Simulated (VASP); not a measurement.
Input of a VASP 6.6.1 run:

Contents of INCAR:

```
SYSTEM = PdPt2
  ALGO = Normal
  EDIFF = 1E-6
  EDIFFG = -0.04
  ENCUT = 600
  GGA = PE
  IBRION = 2
  ISIF = 3
  ISMEAR = 0
  LASPH = .TRUE.
  LCHARG = .FALSE.
  LREAL = .FALSE.
  LWAVE = .FALSE.
  NELM = 80
  NSW = 90
  PREC = Accurate
  SIGMA = 0.1
```

KPOINTS

```
k-points
0
G
  6 6 6
  0 0 0
```

File POSCAR:

```
PdPt2
1.0
    4.3570630900      0.0000000000      0.0000000000
   -2.1785315400      3.7733273200      0.0000000000
    0.0000000000      0.0000000000      2.5690669000
Pd Pt
1 2
Direct
    0.0000000000      0.0000000000      0.0000000000
    0.3333333300      0.6666666700      0.5000000000
    0.6666666700      0.3333333300      0.5000000000
```

Potentials or basis: VASP PAW PBE potentials, release 64 (Pd, Pt).

Command:

```sh
$ cat potpaw_PBE.64/Pd/POTCAR potpaw_PBE.64/Pt/POTCAR > POTCAR
$ mpirun -np 1 vasp_std > vasp.out
```

Question: Estimate the space group after relaxing (to 0.05 Å).

Answer: P6/mmm (No. 191).

Question: Estimate the relaxed cell.

Answer: a = 4.492 Å, b = 4.492 Å, c = 2.726 Å, α = 90.00°, β = 90.00°, γ = 120.00°.

Question: Predict the relaxed volume.

Answer: 15.88 Å³/atom.

Final structure:
```yaml
crystal:
  lattice:
    - [4.49180, 0.00000, 0.00000]
    - [-2.24590, 3.89001, 0.00000]
    - [0.00000, 0.00000, 2.72570]
  atoms:
    - { symbol: Pd, position: [0.00000, 0.00000, 0.00000] }
    - { symbol: Pt, position: [0.33333, 0.66667, 0.50000] }
    - { symbol: Pt, position: [0.66667, 0.33333, 0.50000] }
```

Caveat: the k points lie up to 0.38 Å⁻¹ apart in the final cell.
